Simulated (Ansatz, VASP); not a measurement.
## One calculation of MgF2, two programs

```
Mg F
1.0
     4.48336    0.00000    0.00000
     0.00000    4.48336    0.00000
     0.00000    0.00000    2.95473
Mg F
2 4
Direct
  0.00000 0.00000 0.00000
  0.50000 0.50000 0.50000
  0.30143 0.30143 0.00000
  0.19857 0.80143 0.50000
  0.80143 0.19857 0.50000
  0.69857 0.69857 0.00000
```

Change from the starting cell: hydrostatic strain -3.0%.

Alike in both runs: task single point; functional r2SCAN; k mesh 6 × 6 × 8; no spin polarisation.

|  | VASP | Ansatz |
| --- | --- | --- |
| version | VASP 6.6.1 | Ansatz 0.2.0 |
| potentials or method | VASP PAW PBE potentials, release 64 (Mg, F) | plane waves, PAW |
| plane-wave cutoff (eV) | 660 | 500 |
| occupations | gaussian, width 0.01 eV | fixed |
| valence electrons in the cell | 32 | 48 |

Ansatz gave:

```
gap on the k mesh at the Fermi level (eV)                     : 8.74
pressure (GPa)                                                : 11.7
traceless stress, the component that is largest in VASP (GPa) : 0.63
rms of the force components (eV/Å)                            : 0.000
```

Q: Which values does VASP return?

A: gap on the k mesh at the Fermi level (eV): 8.71; pressure (GPa): 10.2; traceless stress, the component that is largest in VASP (GPa): 0.54; rms of the force components (eV/Å): 0.005.

VASP's potentials were made for PBE, not for r2SCAN. Atom by atom the forces differ by 0.005 eV/Å (rms over components). VASP's potentials hold 32 valence electrons a cell and Ansatz's 48, so a difference there can come from the potentials and not from the codes.
